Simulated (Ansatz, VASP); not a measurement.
# One calculation of TiH5, two programs

INCAR

```
ALGO = Normal
DIPOL = 0.5 0.5 0.500
EDIFF = 1E-7
ENCUT = 520
GGA = PE
IDIPOL = 3
ISIF = 2
ISMEAR = 0
LASPH = T
LCHARG = T
LDIPOL = T
LELF = T
LREAL = F
LVACPOTAV = T
LVHAR = T
LWAVE = F
NBANDS = 18
NELM = 100
PREC = Accurate
SIGMA = 0.1
```

KPOINTS

```
k-points
0
Gamma
  6 6 1
```

POSCAR

```
TiH5
1.0
    3.3724510000      0.0000000000      0.0000000000
   -1.6862260000      2.9206280000      0.0000000000
    0.0000000000      0.0000000000     17.0000000000
Ti H
1 5
Direct
    0.6666666700      0.3333333300      0.5000000000
    0.3333333300      0.6666666700      0.5432271900
    0.3333333300      0.6666666700      0.4567728100
    0.6666666700      0.3333333300      0.4149220000
    0.6666666700      0.3333333300      0.5850780000
    0.0000000000      0.0000000000      0.5000000000
```

Input for Ansatz:

```yaml
crystal:
  lattice:
    - [3.372451, 0.0, 0.0]
    - [-1.686226, 2.920628, 0.0]
    - [0.0, 0.0, 17.0]
  atoms:
    - { symbol: Ti, position: [0.66666667, 0.33333333, 0.5] }
    - { symbol: H, position: [0.33333333, 0.66666667, 0.54322719] }
    - { symbol: H, position: [0.33333333, 0.66666667, 0.45677281] }
    - { symbol: H, position: [0.66666667, 0.33333333, 0.414922] }
    - { symbol: H, position: [0.66666667, 0.33333333, 0.585078] }
    - { symbol: H, position: [0.0, 0.0, 0.5] }
  periodic: [true, true, false]
basis:
  ecutwfc: 420
kpoints:
  mp_grid: { grid: [6, 6, 1] }
hamiltonian:
  xc: pbe
scf:
  occupations: { method: gaussian, width: 0.1 }
  lower_state_search: "off"
output:
  forces: true
  stress: true
  eigenvalues: true
```

Alike in both runs: task single point; functional PBE; k mesh 6 × 6 × 1; occupations gaussian, width 0.1 eV; no spin polarisation.

```csv
,VASP,Ansatz
version,VASP 6.6.1,Ansatz 0.2.0
potentials or method,"VASP PAW PBE potentials, release 64 (Ti_sv, H), cutoff 520 eV","scalar-relativistic, plane waves, PAW"
valence electrons in the cell,17,17
```

|  | VASP | Ansatz | Ansatz less VASP |
| --- | --- | --- | --- |
| gap on the k mesh at the Fermi level (eV) | none | none | - |
| rms of the force components (eV/Å) | 1.842 | 1.850 | +0.0080 |

Atom by atom the forces differ by 0.008 eV/Å (rms over components). A gap of «none» marks a metal or a gap that the smearing closes. Ansatz's warnings: slab cell height set.
